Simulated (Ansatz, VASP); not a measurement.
One calculation of ZnS, two programs

Contents of INCAR:

```
ALGO = Normal
EDIFF = 1E-6
ENCUT = 520
GGA = PE
ISIF = 2
ISMEAR = -1
LASPH = T
LCHARG = F
LREAL = F
LWAVE = F
NBANDS = 26
NELM = 60
PREC = Accurate
SIGMA = 0.02
```

File KPOINTS:

```
k-points
0
Gamma
  12 12 6
```

POSCAR

```
ZnS
1.0
    3.8109987816      0.0000000000      0.0000000000
   -1.9054993908      3.3004217586      0.0000000000
    0.0000000000      0.0000000000      6.2340000000
Zn S
2 2
Direct
    0.3333333333      0.6666666667      0.0481231954
    0.6666666667      0.3333333333      0.5000000000
    0.3333333333      0.6666666667      0.3850000000
    0.6666666667      0.3333333333      0.8850000000
```

Input for Ansatz:

```yaml
crystal:
  lattice:
    - [3.8109987816, 0.0, 0.0]
    - [-1.9054993908, 3.3004217586, 0.0]
    - [0.0, 0.0, 6.234]
  atoms:
    - { symbol: Zn, position: [0.3333333333, 0.6666666667, 0.0481231954] }
    - { symbol: Zn, position: [0.6666666667, 0.3333333333, 0.5] }
    - { symbol: S, position: [0.3333333333, 0.6666666667, 0.385] }
    - { symbol: S, position: [0.6666666667, 0.3333333333, 0.885] }
basis:
  ecutwfc: 420
kpoints:
  mp_grid: { grid: [12, 12, 6] }
hamiltonian:
  xc: pbe
scf:
  occupations: { method: fermi_dirac, width: 0.02 }
output:
  forces: true
  stress: true
  eigenvalues: true
```

Alike in both runs: task single point; functional PBE; k mesh 12 × 12 × 6; occupations fermi-dirac, width 0.02 eV; no spin polarisation.

```csv
,VASP,Ansatz
version,VASP 6.6.1,Ansatz 0.2.0
potentials or method,"VASP PAW PBE potentials, release 64 (Zn, S), cutoff 520 eV","scalar-relativistic, plane waves, PAW"
valence electrons in the cell,36,36
```

|  | VASP | Ansatz | Ansatz less VASP |
| --- | --- | --- | --- |
| gap on the k mesh at the Fermi level (eV) | 1.87 | 1.87 | +0.001 |
| least direct gap on the mesh (eV) | 1.87 | 1.87 | +0.001 |
| pressure (GPa) | 3.6 | 3.5 | -0.14 |
| traceless stress, the component that is largest in VASP (GPa) | 4.68 | 4.66 | -0.028 |
| rms of the force components (eV/Å) | 1.063 | 1.055 | -0.0081 |

Atom by atom the forces differ by 0.008 eV/Å (rms over components). The functional is the same, so the differences come from potentials, cutoffs and numerics.
